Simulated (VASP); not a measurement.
A run of VASP 6.6.1:

File INCAR:

```
SYSTEM = Ga
PREC = Accurate
ENCUT = 500
EDIFF = 1E-6
ISMEAR = -1
SIGMA = 0.1
LREAL = .FALSE.
LASPH = .TRUE.
NELM = 120
ALGO = Normal
ISIF = 2
LWAVE = .FALSE.
LCHARG = .FALSE.
GGA = PE
NBANDS = 20
GGA_COMPAT = .FALSE.
```

File KPOINTS:

```
Automatic mesh
0
G
  13 13 8
  0 0 0
```

POSCAR

```
Ga
1.0
    3.0338911979      0.0000000000      0.0000000000
   -1.5169455990      2.6274268497      0.0000000000
    0.0000000000      0.0000000000      4.7888041509
Ga
2
Direct
    0.3333333333      0.6666666667      0.2500000000
    0.6666666667      0.3333333333      0.7500000000
```

Potentials or basis: VASP PAW PBE potentials, release 64 (Ga_d).

Run with:

```console
$ cat potpaw_PBE.64/Ga_d/POTCAR > POTCAR
$ mpirun -np 1 vasp_std > vasp.out
```

Hardware: 1 thread of Intel(R) Xeon(R) 6975P-C (Granite Rapids), with other jobs on the host.

Question: How long does it take, and how much memory?

Answer: It took 19 s on 1 thread of Intel(R) Xeon(R) 6975P-C (Granite Rapids) (shared host), peak memory 0.19 GiB. Counts: scf iterations 11, k points 105.
